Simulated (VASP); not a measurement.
Al15Ni16 (a cell with a defect): single point with PBE

Al15Ni16 (a cell with a defect):

```
CELL_PARAMETERS angstrom
0.00000 5.78365 5.78365
5.78365 0.00000 5.78365
5.78365 5.78365 0.00000
ATOMIC_POSITIONS crystal
Al 0.12407 0.12558 0.12520
Al 0.12694 0.62323 0.62257
Al 0.12689 0.12801 0.62276
Al 0.37446 0.37554 0.87543
Al 0.12708 0.62278 0.12781
Al 0.37443 0.87548 0.37537
Al 0.37418 0.87551 0.87537
Al 0.62173 0.12793 0.12823
Al 0.87453 0.37527 0.37522
Al 0.62185 0.12808 0.62286
Al 0.87420 0.37520 0.87577
Al 0.62202 0.62257 0.12800
Al 0.87423 0.87545 0.37544
Al 0.62459 0.62542 0.62548
Al 0.87455 0.87537 0.87529
Ni 0.99956 0.00070 0.00102
Ni 0.24951 0.25019 0.25001
Ni 0.99984 0.00120 0.49817
Ni 0.24924 0.25111 0.75032
Ni 0.00066 0.49899 0.99987
Ni 0.24935 0.75050 0.25022
Ni 0.99914 0.50035 0.50069
Ni 0.25144 0.75009 0.74934
Ni 0.49781 0.00093 0.00102
Ni 0.74886 0.25004 0.25092
Ni 0.49926 0.00061 0.50057
Ni 0.74852 0.25173 0.75076
Ni 0.49939 0.50024 0.00040
Ni 0.74903 0.74961 0.25226
Ni 0.49971 0.50068 0.50029
Ni 0.74877 0.74987 0.75042
```

```yaml
Program: VASP 6.6.1
Task: single point
Functional: PBE
Potentials_or_basis: VASP PAW PBE potentials, release 64 (Al, Ni)
Cutoff: 520 eV
k_mesh: 2 × 2 × 2
Occupations: methfessel-paxton, width 0.1 eV
Spin: no spin polarisation
Dipole_correction: no
Further_INCAR_settings: LREAL = Auto; ALGO = Normal; EDIFF = 1e-06; NBANDS = 124
```

* Pressure: -1.3 GPa
* Largest force: 0.022 eV/Å
* Band gap on the k mesh: zero (an odd number of electrons rules out a gap without spin polarisation)

Forces on the atoms (eV/Å):
```
Al  -0.006  0.006  0.001
Al  -0.008  0.000  0.000
Al   0.003 -0.001  0.003
Al  -0.006 -0.005  0.002
Al   0.002  0.003 -0.006
Al  -0.001 -0.004 -0.001
Al   0.007  0.005  0.007
Al  -0.005 -0.002 -0.007
Al   0.010  0.000  0.001
Al   0.004  0.002 -0.006
Al   0.000 -0.001  0.012
Al   0.003 -0.001  0.001
Al   0.000  0.011 -0.004
Al   0.003 -0.002 -0.003
Al   0.002 -0.001  0.000
Ni  -0.004  0.001  0.007
Ni   0.012 -0.002 -0.009
Ni   0.005  0.009  0.002
Ni  -0.013 -0.003 -0.013
Ni   0.011  0.001 -0.015
Ni  -0.002 -0.003  0.007
Ni  -0.010 -0.007  0.009
Ni   0.009  0.003 -0.006
Ni  -0.008 -0.006 -0.001
Ni   0.008  0.003  0.012
Ni   0.002  0.001 -0.011
Ni  -0.013 -0.007  0.016
Ni   0.007  0.005  0.009
Ni  -0.008 -0.001 -0.006
Ni  -0.001  0.000 -0.001
Ni  -0.002 -0.003  0.001
```

Levels at points of the mesh, in eV from the Fermi level:
```csv
k point,band 99,band 100,band 101,band 102,band 103,band 104,band 105,band 106
"(0.00, 0.00, 0.00)",-0.45,-0.45,-0.45,1.68,1.68,1.68,2.27,2.28
"(0.50, 0.00, 0.00)",-0.08,-0.08,-0.03,-0.01,0.02,0.03,0.04,0.22
"(0.00, 0.50, 0.00)",-0.08,-0.08,-0.03,-0.01,0.02,0.03,0.04,0.22
"(0.00, 0.00, 0.50)",-0.08,-0.08,-0.03,-0.01,0.02,0.03,0.04,0.22
"(0.50, 0.50, 0.50)",-0.08,-0.08,-0.03,0.00,0.02,0.02,0.04,0.22
"(0.50, 0.50, 0.00)",-0.41,-0.39,-0.39,-0.29,-0.02,-0.02,0.05,0.05
"(0.00, 0.50, 0.50)",-0.41,-0.39,-0.39,-0.29,-0.02,-0.02,0.06,0.06
"(0.50, 0.00, 0.50)",-0.41,-0.39,-0.39,-0.29,-0.02,-0.02,0.05,0.06
```

It took 25 min on 1 thread of Intel(R) Xeon(R) Platinum 8488C (Sapphire Rapids) (shared host), peak memory 0.68 GiB.

Caveat: the k points lie up to 0.47 Å⁻¹ apart, too coarse for converged energies and pressures of a metal. Spin polarisation is off, so any magnetic state and its effect on volume and gap are missing.
